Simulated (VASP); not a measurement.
# Tc3Pt (Pm-3m) in VASP: a series of runs

Tc3Pt is run at these levels: LDA; tasks: relaxation of cell and atoms.

All numbers are computed with VASP 6.6.1; they aren't measurements. Logs are shortened: lines on timing, memory, paths and dates and some standing lists are left out, and cuts for length are marked.

**1. The cell of the first run**

Symmetry: Pm-3m, No. 221, cubic system. Conventional cell: a = 3.817 Å, b = 3.817 Å, c = 3.817 Å, α = 90.00°, β = 90.00°, γ = 90.00°. Within 3.6 Å of Tc (site symmetry 4/mmm) lie 8 Tc at 2.70 Å and 4 Pt at 2.70 Å. Pt (site symmetry m-3m) has 12 Tc at 2.70 Å within 3.6 Å.

**2. Relaxation of cell and atoms, LDA**

The input, INCAR:

```
SYSTEM = Tc3Pt
PREC = Accurate
ENCUT = 600
EDIFF = 1E-6
ISMEAR = -1
SIGMA = 0.05
LREAL = .FALSE.
LASPH = .TRUE.
NELM = 80
ALGO = Normal
ISIF = 3
LWAVE = .FALSE.
LCHARG = .FALSE.
GGA = CA
IBRION = 2
NSW = 80
EDIFFG = -0.03
```

The input, KPOINTS:

```
regular mesh
0
G
  6 6 6
  0 0 0
```

The input, POSCAR:

```
Tc3Pt
1.0
    3.8169479176      0.0000000000      0.0000000000
    0.0000000000      3.8169479176      0.0000000000
    0.0000000000      0.0000000000      3.8169479176
Tc Pt
3 1
Direct
    0.0000000000      0.0000000000      0.0000000000
    0.0000000000      0.5000000000      0.5000000000
    0.5000000000      0.0000000000      0.5000000000
    0.5000000000      0.5000000000      0.0000000000
```

Potentials or basis: VASP PAW LDA potentials, release 64 (Tc_pv, Pt).

Started as:

```
$ cat potpaw_LDA.64/Tc_pv/POTCAR potpaw_LDA.64/Pt/POTCAR > POTCAR
$ mpirun -np 1 vasp_std > vasp.out
```

OUTCAR:

```text
SYSTEM = Tc3Pt
   PREC = Accurate
   ENCUT = 600
   EDIFF = 1E-6
   ISMEAR = -1
   LREAL = .FALSE.
   LASPH = .TRUE.
   NELM = 80
   ISIF = 3
   GGA = CA
   IBRION = 2
   NSW = 80
   EDIFFG = -0.03

 ion  position               nearest neighbor table
   1  0.000  0.000  0.000-   2 2.70   3 2.70   4 2.70   2 2.70   3 2.70   2 2.70   4 2.70   2 2.70
                             3 2.70   4 2.70   3 2.70   4 2.70
   2  0.000  0.500  0.500-   1 2.70   3 2.70   4 2.70   1 2.70   4 2.70   1 2.70   3 2.70   1 2.70
                             3 2.70   4 2.70   4 2.70   3 2.70
   3  0.500  0.000  0.500-   1 2.70   2 2.70   4 2.70   1 2.70   4 2.70   2 2.70   4 2.70   4 2.70
                             1 2.70   2 2.70   1 2.70   2 2.70
   4  0.500  0.500  0.000-   1 2.70   2 2.70   3 2.70   2 2.70   3 2.70   1 2.70   3 2.70   3 2.70
                             1 2.70   2 2.70   2 2.70   1 2.70

  LATTYP: Found a simple cubic cell.
 ALAT       =     3.8169479176

  Lattice vectors:

 A1 = (   3.8169479176,   0.0000000000,   0.0000000000)
 A2 = (   0.0000000000,   3.8169479176,   0.0000000000)
 A3 = (   0.0000000000,   0.0000000000,   3.8169479176)

Analysis of symmetry for initial positions (statically):
=====================================================================
 Subroutine PRICEL returns:
 Original cell was already a primitive cell.

 Routine SETGRP: Setting up the symmetry group for a
 simple cubic supercell.

 Subroutine GETGRP returns: Found 48 space group operations
 (whereof 16 operations were pure point group operations)
 out of a pool of 48 trial point group operations.

The static configuration has the point symmetry D_4h.
 The point group associated with its full space group is O_h .

Analysis of symmetry for dynamics (positions and initial velocities):
=====================================================================
 Subroutine PRICEL returns:
 Original cell was already a primitive cell.

 Routine SETGRP: Setting up the symmetry group for a
 simple cubic supercell.

 Subroutine GETGRP returns: Found 48 space group operations
 (whereof 16 operations were pure point group operations)
 out of a pool of 48 trial point group operations.

The dynamic configuration has the point symmetry D_4h.
 The point group associated with its full space group is O_h .

 Subroutine INISYM returns: Found 48 space group operations
 (whereof 16 operations are pure point group operations),
 and found     1 'primitive' translations

----------------------------------------------------------------------------------------

                                     Primitive cell

  volume of cell :      55.6095

  direct lattice vectors                    reciprocal lattice vectors
     3.816947918  0.000000000  0.000000000     0.261989428  0.000000000  0.000000000
     0.000000000  3.816947918  0.000000000     0.000000000  0.261989428  0.000000000
     0.000000000  0.000000000  3.816947918     0.000000000  0.000000000  0.261989428

  length of vectors
     3.816947918  3.816947918  3.816947918     0.261989428  0.261989428  0.261989428

  position of ions in fractional coordinates (direct lattice)
     0.000000000  0.000000000  0.000000000
     0.000000000  0.500000000  0.500000000
     0.500000000  0.000000000  0.500000000
     0.500000000  0.500000000  0.000000000

  ion indices of the primitive-cell ions
   primitive index   ion index
                 1           1
                 2           2
                 3           3
                 4           4

----------------------------------------------------------------------------------------

 KPOINTS: regular mesh

Automatic generation of k-mesh.
 Grid dimensions read from file:
 generate k-points for:    6    6    6

 Generating k-lattice:

  Cartesian coordinates                     Fractional coordinates (reciprocal lattice)
     0.043664905  0.000000000  0.000000000     0.166666667  0.000000000  0.000000000
     0.000000000  0.043664905  0.000000000     0.000000000  0.166666667  0.000000000
     0.000000000  0.000000000  0.043664905     0.000000000  0.000000000  0.166666667

  Length of vectors
     0.043664905  0.043664905  0.043664905

  Shift w.r.t. Gamma in fractional coordinates (k-lattice)
     0.000000000  0.000000000  0.000000000

 Subroutine IBZKPT returns following result:
 ===========================================

 Found     20 irreducible k-points:

 Following reciprocal coordinates:
            Coordinates               Weight
  0.000000  0.000000  0.000000      1.000000
  0.166667  0.000000  0.000000      6.000000
  0.333333  0.000000  0.000000      6.000000
  0.500000  0.000000  0.000000      3.000000
  0.166667  0.166667  0.000000     12.000000
  0.333333  0.166667  0.000000     24.000000
[... 12 lines left out ...]
  0.500000  0.500000  0.333333      6.000000
  0.500000  0.500000  0.500000      1.000000
   k-points           NKPTS =     20   k-points in BZ     NKDIM =     20   number of bands    NBANDS=     29
   number of dos      NEDOS =    301   number of ions     NIONS =      4
   total plane-waves  NPLWV =  27000
   dimension x,y,z NGX =    30 NGY =   30 NGZ =   30
   dimension x,y,z NGXF=    60 NGYF=   60 NGZF=   60
   ions per type =               3   1
   NGX,Y,Z   is equivalent  to a cutoff of  13.07, 13.07, 13.07 a.u.
   NGXF,Y,Z  is equivalent  to a cutoff of  26.13, 26.13, 26.13 a.u.
 SYSTEM =  Tc3Pt
   PREC   = accura    normal or accurate (medium, high low for compatibility)
   ISTART =      0    job   : 0-new  1-cont  2-samecut
   ICHARG =      2    charge: 1-file 2-atom 10-const
   ISPIN  =      1    spin polarized calculation?
   LNONCOLLINEAR =      F non collinear calculations
   LSORBIT =      F    spin-orbit coupling
   LASPH  =      T    aspherical Exc in radial PAW
   ENCUT  =  600.0 eV  44.10 Ry    6.64 a.u.   7.62  7.62  7.62*2*pi/ulx,y,z
   NELM   =     80;   NELMIN=  2; NELMDL= -5     # of ELM steps
   EDIFF  = 0.1E-05   stopping-criterion for ELM
   LREAL  =      F    real-space projection
   EDIFFG = -.3E-01   stopping-criterion for IOM
   NSW    =     80    number of steps for IOM
   IBRION =      2    ionic relax: 0-MD 1-quasi-New 2-CG
   NFREE  =      1    steps in history (QN), initial steepest desc. (CG)
   ISIF   =      3    stress and relaxation
   ISYM   =      2    0-nonsym 1-usesym 2-fastsym
   POTIM  = 0.5000    time-step for ionic-motion
   TEBEG  =    0.0;   TEEND  =   0.0 temperature during run
   PSTRESS=    0.0 pullay stress
   NELECT =      49.0000    total number of electrons
   NUPDOWN=      -1.0000    fix difference up-down
   EMIN   =  10.00;   EMAX   =-10.00  energy-range for DOS
   EFERMI =   0.00;   METHOD = LEGACY
   ISMEAR =    -1;   SIGMA  =   0.05  broadening in eV -4-tet -1-fermi 0-gaus
   EFERMI_NEDOS =   21; number of points for ismear=-14 and -15
   IALGO  =     38    algorithm
   IMIX   =      4    mixing-type and parameters
     AMIX     =   0.40;   BMIX     =  1.00
     AMIX_MAG =   1.60;   BMIX_MAG =  1.00
  volume/ion in A,a.u.               =      13.90        93.82
  Fermi-wavevector in a.u.,A,eV,Ry     =   1.569485  2.965897 33.515021  2.463285
  Thomas-Fermi vector in A             =   2.671361
   LORBIT       =      0    0 simple, 1 ext, 2 COOP (PROOUT), +10 PAW based schemes
   GGA     = CA    functional components
   LHFCALC =     F    Hartree Fock is set to
   AEXX    =    0.0000 exact exchange contribution
   IVDW    =     0    specifies the selected vdW correction
   LEPSILON=     F    determine dielectric tensor
   LRPA    =     F    only Hartree local field effects (RPA)
 conjugate gradient relaxation of ions
 non-spin polarized calculation
  energy-cutoff  :      600.00
  volume of cell :       55.61
 maximum number of plane-waves:      1881
   NGX = 15   NGY = 15   NGZ = 15

--------------------------------------- Ionic step        1  -------------------------------------------

 number of electron      49.0000017 magnetization

 Free energy of the ion-electron system (eV)
  ---------------------------------------------------
  ext. energy  EPLUGINS =         0.00000000
  ---------------------------------------------------
  free energy    TOTEN  =       -43.26455784 eV

  energy without entropy =      -43.23777750  energy(sigma->0) =      -43.25116767

------------------------ aborting loop because EDIFF is reached ----------------------------------------

  FORCE on cell =-STRESS in cart. coord.  units (eV):
  Direction    XX          YY          ZZ          XY          YZ          ZX
  --------------------------------------------------------------------------------------
  -------------------------------------------------------------------------------------
  Total        0.1264271      0.1264271      0.1264271      0.0000000      0.0000000     -0.0000000
  in kB        3.6425207      3.6425207      3.6425207      0.0000000      0.0000000     -0.0000000
  external PRESSURE =       3.6425207 kB  Pullay stress =       0.0000000 kB
[... 61 lines left out ...]
  energy  without entropy=      -43.2368919833  energy(sigma->0) =      -43.25038328

--------------------------------------- Ionic step        3  -------------------------------------------

 number of electron      49.0000017 magnetization

 Free energy of the ion-electron system (eV)
  ---------------------------------------------------
  ext. energy  EPLUGINS =         0.00000000
  ---------------------------------------------------
  free energy    TOTEN  =       -43.26462433 eV

  energy without entropy =      -43.23779579  energy(sigma->0) =      -43.25121006

 E-fermi :  13.2970     XC(G=0): -14.1896

 val. band max:       13.2597141955   @ k =   0.1667   0.1667   0.0000
 cond. band min:      13.3819690465   @ k =   0.3333   0.1667   0.0000
 fundamental gap:      0.1222548509
 Fermi energy:        13.2969914154

 k-point     1 :       0.0000    0.0000    0.0000
  band No.  band energies     occupation
      1     -26.1467      2.00000
      2     -26.1467      2.00000
      3     -26.1467      2.00000
      4     -25.5644      2.00000
      5     -25.5644      2.00000
      6     -25.5644      2.00000
[... 660 lines left out ...]
  FREE ENERGIE OF THE ION-ELECTRON SYSTEM (eV)
  ---------------------------------------------------
  free  energy   TOTEN  =       -43.2646243293 eV

  energy  without entropy=      -43.2377957862  energy(sigma->0) =      -43.25121006

 reached required accuracy - stopping structural energy minimisation
```

Run time: 64 s. Hardware: 1 thread of Oxide Virtual Turin-like, shared host; peak memory 0.14 GiB.

Results:

* Free energy: -43.2646 eV
* Relaxed volume: 13.92 Å³/atom
* Relaxed cell: a = 3.818 Å, b = 3.818 Å, c = 3.818 Å, α = 90.00°, β = 90.00°, γ = 90.00°
* Space group after relaxing (to 0.1 Å): Pm-3m (No. 221)
* Energy gained by relaxing: 0.0 meV/atom
* Ionic steps: 3
* Pressure after relaxing: 0.0 GPa
* Band gap on the k mesh: zero (an odd number of electrons rules out a gap without spin polarisation)

Final structure:
```
Tc Pt
1.0
     3.81828    0.00000    0.00000
     0.00000    3.81828    0.00000
     0.00000    0.00000    3.81828
Tc Pt
3 1
Direct
  0.00000 0.00000 0.00000
  0.00000 0.50000 0.50000
  0.50000 0.00000 0.50000
  0.50000 0.50000 0.00000
```

Caveat: spin-orbit coupling is left out, which moves the levels of the heavy elements.

**3. Relaxation of cell and atoms, LDA**

This run uses another cell than the first one, of 14.46 Å³/atom.

The input, INCAR:

```
SYSTEM = Tc3Pt
PREC = Accurate ; ENCUT = 600
EDIFF = 1E-6 ; ISMEAR = -1
SIGMA = 0.05 ; LREAL = .False.
LASPH = .True. ; NELM = 80
ALGO = Normal ; ISIF = 3
LWAVE = .False. ; LCHARG = .False.
GGA = CA ; IBRION = 2
NSW = 80 ; EDIFFG = -0.03
```

The input, KPOINTS:

```
Automatic mesh
0
Gamma
  6 6 6
  0 0 0
```

The input, POSCAR:

```
Tc3Pt
1.0
    3.8675000000      0.0000000000      0.0000000000
    0.0000000000      3.8675000000      0.0000000000
    0.0000000000      0.0000000000      3.8675000000
Tc Pt
3 1
Direct
    0.0000000000      0.0000000000      0.0000000000
    0.0000000000      0.5000000000      0.5000000000
    0.5000000000      0.0000000000      0.5000000000
    0.5000000000      0.5000000000      0.0000000000
```

Potentials or basis: VASP PAW LDA potentials, release 64 (Tc_pv, Pt).

Started as:

```
$ cat potpaw_LDA.64/Tc_pv/POTCAR potpaw_LDA.64/Pt/POTCAR > POTCAR
$ mpirun -np 1 vasp_std > vasp.out
```

Run time: 2 min. Hardware: 1 thread of Oxide Virtual Turin-like, shared host; peak memory 0.15 GiB.

The run converged. Its results:

```
Free energy                           : -43.2654 eV
Relaxed volume                        : 13.92 Å³/atom
Relaxed cell                          : a = 3.819 Å, b = 3.819 Å, c = 3.819 Å, α = 90.00°, β = 90.00°, γ = 90.00°
Space group after relaxing (to 0.1 Å) : Pm-3m (No. 221)
Energy gained by relaxing             : 21.6 meV/atom
Ionic steps                           : 4
Pressure after relaxing               : -0.2 GPa
Band gap on the k mesh                : zero (an odd number of electrons rules out a gap without spin polarisation)
```

Step by step:
```tsv
step	energy change (eV)	largest force (eV/Å)	pressure (GPa)	volume (Å³)
1	0.0000	0.0000	-12.21	57.85
2	0.9799	0.0000	58.57	49.10
3	-0.0860	0.0000	-0.67	55.78
4	-0.0862	0.0000	-0.19	55.69
```

Final structure:
```
Tc Pt
1.0
     3.81881    0.00000    0.00000
     0.00000    3.81881    0.00000
     0.00000    0.00000    3.81881
Tc Pt
3 1
Direct
  0.00000 0.00000 0.00000
  0.00000 0.50000 0.50000
  0.50000 0.00000 0.50000
  0.50000 0.50000 0.00000
```

Levels at points of the mesh, in eV from the Fermi level:
```
           k point  band 22  band 23  band 24  band 25  band 26  band 27  band 28  band 29
(0.00, 0.00, 0.00)     1.98     1.98     2.02     2.02     2.02     2.76     3.14     3.14
(0.50, 0.00, 0.00)    -0.98    -0.98    -0.40    -0.11    -0.11     0.12     0.28     1.61
(0.50, 0.50, 0.00)    -2.92    -0.73    -0.73    -0.69    -0.60    -0.60     0.42     0.46
(0.50, 0.50, 0.50)     0.40     0.40     0.40     1.22     1.68     1.68     1.68     1.86
```

Caveat: spin-orbit coupling is left out, which moves the levels of the heavy elements.

The gap in the log of VASP goes by the Fermi energy; the results here count the filled bands.